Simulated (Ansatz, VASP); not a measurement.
# YTl: VASP beside Ansatz

INCAR

```
SYSTEM = YTl
PREC = Accurate
ENCUT = 520
EDIFF = 1E-8
ISMEAR = -1
SIGMA = 0.08
LREAL = .FALSE.
LASPH = .TRUE.
NELM = 100
ALGO = Normal
ISIF = 2
LWAVE = .FALSE.
LCHARG = .FALSE.
GGA = CA
LEFG = .TRUE.
NBANDS = 19
```

Contents of KPOINTS:

```
Automatic mesh
0
G
  11 11 11
  0 0 0
```

Contents of POSCAR:

```
YTl
1.0
    3.7510000000      0.0375100000      0.0375100000
    0.0375100000      3.7510000000      0.0375100000
    0.0375100000      0.0375100000      3.7510000000
Y Tl
1 1
Direct
    0.5000000000      0.5000000000      0.5000000000
    0.0000000000      0.0000000000      0.0000000000
```

Input for Ansatz:

```yaml
crystal:
  lattice:
    - [3.751, 0.03751, 0.03751]
    - [0.03751, 3.751, 0.03751]
    - [0.03751, 0.03751, 3.751]
  atoms:
    - { symbol: "Y", position: [0.5, 0.5, 0.5] }
    - { symbol: Tl, position: [0.0, 0.0, 0.0] }
kpoints:
  mp_grid: { grid: [11, 11, 11] }
scf:
  occupations: { method: fermi_dirac, width: 0.08 }
hamiltonian:
  xc: lda
  pseudopotentials: { kind: paw }
output:
  forces: true
  stress: true
  eigenvalues: true
  efg: { contact_densities: true }
  write_density: true
  write_potential: true
  elf: true
  volumetric_format: npy
```

Change from the starting cell: equal xy, yz and zx shear strains of +2 %, PAW files.

Alike in both runs: task electric field gradients; functional LDA; k mesh 11 × 11 × 11; occupations fermi-dirac, width 0.08 eV; no spin polarisation.

```csv
,VASP,Ansatz
version,VASP 6.6.1,Ansatz 0.2.0
potentials or method,"VASP PAW LDA potentials, release 64 (Y_sv, Tl_d)","PAW with Ansatz's default frozen-core files, scalar-relativistic"
plane-wave cutoff (eV),520,420
valence electrons in the cell,24,24
```

|  | VASP | Ansatz | Ansatz less VASP |
| --- | --- | --- | --- |
| pressure (GPa) | -2.8 | -2.9 | -0.07 |
| traceless stress, the component that is largest in VASP (GPa) | -0.56 | -0.55 | +0.010 |
| size of Vzz on the site where it differs most (V/Å²) | 38.7 | 34.6 | -4.03 |

LDA's correlation is that of Perdew and Zunger in VASP and of Perdew and Wang (1992) in Ansatz.

Neither program's run includes spin-orbit coupling.
